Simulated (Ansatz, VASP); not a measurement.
**Ru: VASP beside Ansatz**

File INCAR:

```
SYSTEM = Ru
ALGO = Fast
EDIFF = 1E-6
ENCUT = 520
GGA = PE
ISIF = 2
ISMEAR = 0
LASPH = .True.
LCHARG = .True.
LELF = .True.
LREAL = .False.
LVHAR = .True.
LWAVE = .False.
NBANDS = 13
NELM = 100
PREC = Accurate
SIGMA = 0.15
```

The input KPOINTS:

```
k-points
0
Gamma
  22 22 22
  0 0 0
```

The input POSCAR:

```
Ru
1.0
    0.0000000000      2.1473323395      1.4595417912
    2.1473323395      0.0000000000      1.4595417912
    2.1473323395      2.1473323395      0.0000000000
Ru
1
Direct
    0.0000000000      0.0000000000      0.0000000000
```

Input for Ansatz:

```yaml
crystal:
  lattice:
    - [0.0, 2.1473323395, 1.4595417912]
    - [2.1473323395, 0.0, 1.4595417912]
    - [2.1473323395, 2.1473323395, 0.0]
  atoms:
    - { symbol: Ru, position: [0.0, 0.0, 0.0] }
basis:
  ecutwfc: 420
kpoints:
  mp_grid: { grid: [22, 22, 22] }
hamiltonian:
  xc: pbe
scf:
  occupations: { method: gaussian, width: 0.15 }
output:
  forces: true
  stress: true
  eigenvalues: true
```

Alike in both runs: task single point; functional PBE; k mesh 22 × 22 × 22; occupations gaussian, width 0.15 eV; no spin polarisation.

|  | VASP | Ansatz |
| --- | --- | --- |
| version | VASP 6.6.1 | Ansatz 0.2.0 |
| potentials or method | VASP PAW PBE potentials, release 64 (Ru_pv), cutoff 520 eV | scalar-relativistic, plane waves, PAW |
| valence electrons in the cell | 14 | 16 |

Ansatz gave:

```
gap on the k mesh at the Fermi level (eV)                     : none
pressure (GPa)                                                : 17.8
traceless stress, the component that is largest in VASP (GPa) : -7.02
```

Task: Which values does VASP return?

Result: gap on the k mesh at the Fermi level (eV): none; pressure (GPa): 17.7; traceless stress, the component that is largest in VASP (GPa): -7.00.

A gap of «none» marks a metal or a gap that the smearing closes. VASP's potentials hold 14 valence electrons a cell and Ansatz's 16, so a difference there can come from the potentials and not from the codes.
